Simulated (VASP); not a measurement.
# CdSiP2 (I-42d) in VASP: a series of runs, part 2 of 2

VASP 6.6.1. The steps go on from the part before.

## 4. Single point, PBE

This run uses another cell than the first one, of 21.24 Å³/atom.

INCAR

```
SYSTEM = CdSiP2
PREC = Accurate
ENCUT = 500
EDIFF = 1E-6
ISMEAR = 0
SIGMA = 0.01
LREAL = .False.
LASPH = .True.
NELM = 120
ALGO = Normal
ISIF = 2
LWAVE = .False.
LCHARG = .False.
GGA = PE
NBANDS = 36
GGA_COMPAT = .False.
```

KPOINTS

```
regular mesh
0
Gamma
  6 6 6
  0 0 0
```

POSCAR

```
CdSiP2
1.0
   -2.8468551695      2.8468551695      5.2420617856
    2.8468551695     -2.8468551695      5.2420617856
    2.8468551695      2.8468551695     -5.2420617856
Cd Si P
2 2 4
Direct
    0.7500000000      0.2500000000      0.5000000000
    0.0000000000      0.0000000000      0.0000000000
    0.5000000000      0.5000000000      0.0000000000
    0.2500000000      0.7500000000      0.5000000000
    0.8750000000      0.8288409876      0.4538409876
    0.1711590124      0.6250000000      0.0461590124
    0.3750000000      0.4211590124      0.5461590124
    0.5788409876      0.1250000000      0.9538409876
```

Potentials or basis: VASP PAW PBE potentials, release 64 (Cd, Si, P).

Run with:

```bash
> cat potpaw_PBE.64/Cd/POTCAR potpaw_PBE.64/Si/POTCAR potpaw_PBE.64/P/POTCAR > POTCAR
> mpirun -np 1 vasp_std > vasp.out
```

OUTCAR:

```text
SYSTEM = CdSiP2
   PREC = Accurate
   ENCUT = 500
   EDIFF = 1E-6
   ISMEAR = 0
   LREAL = .False.
   LASPH = .True.
   NELM = 120
   ISIF = 2
   GGA = PE

 ion  position               nearest neighbor table
   1  0.750  0.250  0.500-   6 2.57   5 2.57   7 2.57   8 2.57
   2  0.000  0.000  0.000-   7 2.57   6 2.57   8 2.57   5 2.57
   3  0.500  0.500  0.000-   5 2.26   6 2.26   7 2.26   8 2.26
   4  0.250  0.750  0.500-   5 2.26   6 2.26   7 2.26   8 2.26
   5  0.875  0.829  0.454-   3 2.26   4 2.26   2 2.57   1 2.57
   6  0.171  0.625  0.046-   3 2.26   4 2.26   2 2.57   1 2.57
[... 1152 lines left out ...]
  Total        1.7421900      1.7421900      1.7958121      0.0000000      0.0000000      0.0000000
  in kB       16.4252966     16.4252966     16.9308438      0.0000000      0.0000000      0.0000000
  external PRESSURE =      16.5938124 kB  Pullay stress =       0.0000000 kB

 VOLUME and BASIS-vectors are now :
 -----------------------------------------------------------------------------
  energy-cutoff  :      500.00
  volume of cell :      169.94
      direct lattice vectors                 reciprocal lattice vectors
    -2.846855169  2.846855169  5.242061786     0.000000000  0.175632398  0.095382317
     2.846855169 -2.846855169  5.242061786     0.175632398  0.000000000  0.095382317
     2.846855169  2.846855169 -5.242061786     0.175632398  0.175632398  0.000000000

 POSITION                                       TOTAL-FORCE (eV/Angst)
 -----------------------------------------------------------------------------------
     -0.00000      2.84686      2.62103        -0.000000      0.000000      0.000000
      0.00000      0.00000      0.00000        -0.000000     -0.000000      0.000000
      0.00000      0.00000      5.24206        -0.000000     -0.000000      0.000000
      2.84686     -0.00000      2.62103        -0.000000     -0.000000     -0.000000
      1.16061      1.42343      6.55258         0.020139     -0.000000      0.000000
      1.42343     -1.16061      3.93155        -0.000000     -0.020139     -0.000000
      1.68624      1.42343      1.31052        -0.020139      0.000000     -0.000000
      1.42343      4.00747     -1.31052        -0.000000      0.020139      0.000000
 -----------------------------------------------------------------------------------
    total drift:                               -0.000001     -0.000001     -0.000001

  FREE ENERGIE OF THE ION-ELECTRON SYSTEM (eV)
  ---------------------------------------------------
  free  energy   TOTEN  =       -35.5694198242 eV

  energy  without entropy=      -35.5694198242  energy(sigma->0) =      -35.56941982
```

stdout:

```text
POSCAR found type information on POSCAR CdSiP
 POSCAR found :  3 types and       8 ions
 scaLAPACK will be used
 LDA part: xc-table for (Slater+PW92), standard interpolation
 POSCAR, INCAR and KPOINTS ok, starting setup
 FFT: planning ... GRIDC
 FFT: planning ... GRID_SOFT
 FFT: planning ... GRID
 WAVECAR not read
 entering main loop
```

Wall time 3.7 min (1 thread of AMD EPYC 9755, shared host); peak memory 0.37 GiB.

What came out:

```
Free energy            : -35.5694 eV
Pressure               : 1.7 GPa
Largest force          : 0.020 eV/Å
Band gap on the k mesh : 1.37 eV
```

Forces on the atoms (eV/Å):
```
Cd   0.000  0.000  0.000
Cd   0.000  0.000  0.000
Si   0.000  0.000  0.000
Si   0.000  0.000  0.000
P    0.020  0.000  0.000
P    0.000 -0.020  0.000
P   -0.020  0.000  0.000
P    0.000  0.020  0.000
```

A k mesh can miss the band edges.

## 5. Single point, PBE

This run uses another cell than the first one, of 21.67 Å³/atom.

INCAR

```
SYSTEM = CdSiP2
ALGO     = Normal         ! electronic algorithm
EDIFF    = 1E-6           ! SCF threshold, eV
ENCUT    = 500            ! plane-wave cutoff, eV
GGA      = PE             ! functional
GGA_COMPAT= .FALSE.      
ISIF     = 2              ! what is computed and relaxed
ISMEAR   = 0              ! smearing method
LASPH    = .TRUE.         ! aspherical terms in the spheres
LCHARG   = .FALSE.        ! write CHGCAR
LREAL    = .FALSE.        ! projectors in reciprocal space
LWAVE    = .FALSE.        ! write WAVECAR
NBANDS   = 36             ! bands
NELM     = 120            ! most SCF steps
PREC     = Accurate       ! precision mode
SIGMA    = 0.01           ! smearing width, eV
```

KPOINTS

```
k-points
0
G
  6 6 6
  0 0 0
```

POSCAR

```
CdSiP2
1.0
   -2.8622486467      2.8622486467      5.2897352104
    2.8622486467     -2.8622486467      5.2897352104
    2.8622486467      2.8622486467     -5.2897352104
Cd Si P
2 2 4
Direct
    0.7500000000      0.2500000000      0.5000000000
    0.0000000000      0.0000000000      0.0000000000
    0.5000000000      0.5000000000      0.0000000000
    0.2500000000      0.7500000000      0.5000000000
    0.8750000000      0.8293936402      0.4543936402
    0.1706063598      0.6250000000      0.0456063598
    0.3750000000      0.4206063598      0.5456063598
    0.5793936402      0.1250000000      0.9543936402
```

Potentials or basis: VASP PAW PBE potentials, release 64 (Cd, Si, P).

Run with:

```bash
> cat potpaw_PBE.64/Cd/POTCAR potpaw_PBE.64/Si/POTCAR potpaw_PBE.64/P/POTCAR > POTCAR
> mpirun -np 1 vasp_std > vasp.out
```

OUTCAR:

```text
SYSTEM = CdSiP2
   EDIFF = 1E-6
   ENCUT = 500
   GGA = PE
   ISIF = 2
   ISMEAR = 0
   LASPH = .TRUE.
   LREAL = .FALSE.
   NELM = 120
   PREC = Accurate

 ion  position               nearest neighbor table
   1  0.750  0.250  0.500-   6 2.58   5 2.58   7 2.58   8 2.58
   2  0.000  0.000  0.000-   7 2.58   6 2.58   8 2.58   5 2.58
   3  0.500  0.500  0.000-   5 2.27   6 2.27   7 2.27   8 2.27
   4  0.250  0.750  0.500-   5 2.27   6 2.27   7 2.27   8 2.27
   5  0.875  0.829  0.454-   3 2.27   4 2.27   2 2.58   1 2.58
   6  0.171  0.625  0.046-   3 2.27   4 2.27   2 2.58   1 2.58
[... 1153 lines left out ...]
  Total        0.0846961      0.0846961      0.0764455      0.0000000      0.0000000      0.0000000
  in kB        0.7828262      0.7828262      0.7065676      0.0000000      0.0000000      0.0000000
  external PRESSURE =       0.7574067 kB  Pullay stress =       0.0000000 kB

 VOLUME and BASIS-vectors are now :
 -----------------------------------------------------------------------------
  energy-cutoff  :      500.00
  volume of cell :      173.34
      direct lattice vectors                 reciprocal lattice vectors
    -2.862248647  2.862248647  5.289735210     0.000000000  0.174687828  0.094522690
     2.862248647 -2.862248647  5.289735210     0.174687828  0.000000000  0.094522690
     2.862248647  2.862248647 -5.289735210     0.174687828  0.174687828  0.000000000

 POSITION                                       TOTAL-FORCE (eV/Angst)
 -----------------------------------------------------------------------------------
     -0.00000      2.86225      2.64487         0.000000     -0.000000     -0.000000
      0.00000      0.00000      0.00000         0.000000     -0.000000      0.000000
      0.00000      0.00000      5.28974         0.000000     -0.000000     -0.000000
      2.86225     -0.00000      2.64487         0.000000     -0.000000      0.000000
      1.17005      1.43112      6.61217        -0.040530     -0.000000      0.000000
      1.43112     -1.17005      3.96730         0.000000      0.040530      0.000000
      1.69220      1.43112      1.32243         0.040530     -0.000000      0.000000
      1.43112      4.03230     -1.32243         0.000000     -0.040530      0.000000
 -----------------------------------------------------------------------------------
    total drift:                                0.000001      0.000001      0.000001

  FREE ENERGIE OF THE ION-ELECTRON SYSTEM (eV)
  ---------------------------------------------------
  free  energy   TOTEN  =       -35.5878557354 eV

  energy  without entropy=      -35.5878557354  energy(sigma->0) =      -35.58785574
```

OSZICAR:

```text
N       E                     dE             d eps       ncg     rms          rms(c)
DAV:   1     0.269547166407E+03    0.26955E+03   -0.23005E+04  2160   0.124E+03
DAV:   2    -0.202089095090E+02   -0.28976E+03   -0.27929E+03  2424   0.280E+02
DAV:   3    -0.369006793291E+02   -0.16692E+02   -0.16559E+02  2680   0.651E+01
DAV:   4    -0.371263343881E+02   -0.22566E+00   -0.22526E+00  2588   0.756E+00
DAV:   5    -0.371302752203E+02   -0.39408E-02   -0.39399E-02  2596   0.100E+00    0.121E+01
DAV:   6    -0.357082413579E+02    0.14220E+01   -0.26775E+00  2520   0.159E+01    0.885E+00
DAV:   7    -0.355951531418E+02    0.11309E+00   -0.14818E+00  2440   0.559E+00    0.382E+00
DAV:   8    -0.355883300839E+02    0.68231E-02   -0.16583E-01  2468   0.370E+00    0.107E+00
DAV:   9    -0.355881378228E+02    0.19226E-03   -0.21397E-02  2544   0.165E+00    0.200E-01
DAV:  10    -0.355876693089E+02    0.46851E-03   -0.24247E-03  2508   0.457E-01    0.104E-01
DAV:  11    -0.355878699618E+02   -0.20065E-03   -0.14013E-03  2544   0.238E-01    0.659E-02
DAV:  12    -0.355878499560E+02    0.20006E-04   -0.19609E-04  2380   0.120E-01    0.431E-02
DAV:  13    -0.355878613146E+02   -0.11359E-04   -0.19152E-05  2420   0.278E-02    0.177E-02
DAV:  14    -0.355878553600E+02    0.59546E-05   -0.20444E-05  2600   0.455E-02    0.296E-03
DAV:  15    -0.355878557354E+02   -0.37546E-06   -0.42592E-06  2260   0.925E-03
   1 F= -.35587856E+02 E0= -.35587856E+02  d E =-.278525E-12
```

It took 5.3 min on 1 thread of AMD EPYC 9755, shared host; peak memory 0.39 GiB.

What came out:

```
Free energy            : -35.5879 eV
Pressure               : 0.1 GPa
Largest force          : 0.041 eV/Å
Band gap on the k mesh : 1.42 eV
```

Forces on the atoms (eV/Å):
```
Cd   0.000  0.000  0.000
Cd   0.000  0.000  0.000
Si   0.000  0.000  0.000
Si   0.000  0.000  0.000
P   -0.041  0.000  0.000
P    0.000  0.041  0.000
P    0.041  0.000  0.000
P    0.000 -0.041  0.000
```

Levels at points of the mesh, in eV from the valence-band top:
| k point | band 23 | band 24 | band 25 | band 26 | band 27 | band 28 | band 29 | band 30 |
| --- | --- | --- | --- | --- | --- | --- | --- | --- |
| (0.00, 0.00, 0.00) | -1.88 | -0.25 | -0.25 | 0.00 | 1.42 | 1.79 | 2.01 | 3.30 |
| (0.50, 0.00, 0.00) | -1.74 | -1.52 | -0.87 | -0.49 | 2.46 | 2.73 | 2.96 | 3.98 |
| (0.50, 0.50, 0.00) | -0.87 | -0.87 | -0.42 | -0.42 | 1.83 | 1.83 | 2.96 | 2.96 |
| (0.50, 0.50, 0.50) | -1.82 | -1.82 | -0.71 | -0.71 | 1.98 | 1.98 | 2.03 | 2.03 |

A k mesh can miss the band edges.

## 6. Single point, PBE (22.32 Å³/atom)

This run uses another cell than the first one, of 22.32 Å³/atom.

INCAR

```
SYSTEM = CdSiP2
PREC = Accurate ; ENCUT = 500
EDIFF = 1E-6 ; ISMEAR = 0
SIGMA = 0.01 ; LREAL = .FALSE.
LASPH = .TRUE. ; NELM = 120
ALGO = Normal ; ISIF = 2
LWAVE = .FALSE. ; LCHARG = .FALSE.
GGA = PE ; NBANDS = 36
GGA_COMPAT = .FALSE.
```

KPOINTS

```
Automatic mesh
0
G
  6 6 6
  0 0 0
```

Edit POSCAR of step 5 so:

```diff
@@ -2,5 +2,5 @@
 1.0
-   -2.8622486467      2.8622486467      5.2897352104
-    2.8622486467     -2.8622486467      5.2897352104
-    2.8622486467      2.8622486467     -5.2897352104
+   -2.8905895853      2.8905895853      5.3421122327
+    2.8905895853     -2.8905895853      5.3421122327
+    2.8905895853      2.8905895853     -5.3421122327
 Cd Si P
```

Potentials or basis: VASP PAW PBE potentials, release 64 (Cd, Si, P).

Run with:

```bash
> cat potpaw_PBE.64/Cd/POTCAR potpaw_PBE.64/Si/POTCAR potpaw_PBE.64/P/POTCAR > POTCAR
> mpirun -np 1 vasp_std > vasp.out
```

Wall time 5.3 min (1 thread of AMD EPYC 9755, shared host); peak memory 0.4 GiB.

It converged, with:

```yaml
Free_energy: -35.5559 eV
Pressure: -2.0 GPa
Largest_force: 0.080 eV/Å
Band_gap_on_the_k_mesh: 1.47 eV
```

Forces on the atoms (eV/Å):
```
Cd   0.000  0.000  0.000
Cd   0.000  0.000  0.000
Si   0.000  0.000  0.000
Si   0.000  0.000  0.000
P   -0.080  0.000  0.000
P    0.000  0.080  0.000
P    0.080  0.000  0.000
P    0.000 -0.080  0.000
```

Stress tensor (GPa, compression positive):
```
-2.05  0.00  0.00
 0.00 -2.05  0.00
 0.00  0.00 -1.95
```

Levels at points of the mesh, in eV from the valence-band top:
```csv
k point,band 24,band 25,band 26,band 27,band 28,band 29
"(0.00, 0.00, 0.00)",-0.25,-0.25,0.00,1.47,1.55,2.01
"(0.50, 0.00, 0.00)",-1.46,-0.85,-0.46,2.42,2.63,2.94
"(0.50, 0.50, 0.00)",-0.85,-0.41,-0.41,1.73,1.73,2.90
"(0.50, 0.50, 0.50)",-1.79,-0.68,-0.68,1.99,1.99,2.04
```

## 7. Overview

```csv
cell,gap on the mesh (eV),pressure (GPa),largest force (eV/Å)
"a = 6.525 Å, angles 129.1, 129.1, 74.8°, 8 atoms, atomic positions A",1.30,5.5,0.06
"a = 6.594 Å, angles 129.1, 129.1, 74.8°, 8 atoms, atomic positions A",1.36,2.6,-
"a = 6.610 Å, angles 129.0, 129.0, 75.1°, 8 atoms, atomic positions B",1.37,1.7,0.02
"a = 6.661 Å, angles 129.1, 129.1, 74.8°, 8 atoms, atomic positions A",1.42,0.1,0.04
"a = 6.727 Å, angles 129.1, 129.1, 74.8°, 8 atoms, atomic positions A",1.47,-2.0,0.08
```

Alike in all rows: task single point; level PBE; potentials or basis VASP PAW PBE potentials, release 64 (Cd, Si, P); no spin polarisation; k mesh 6 × 6 × 6; cutoff (eV) 500; smearing gaussian 0.01 eV.

Caveats: the cell stands under pressure (at least some runs).

Absolute energies hang on the potentials; compare differences alone.
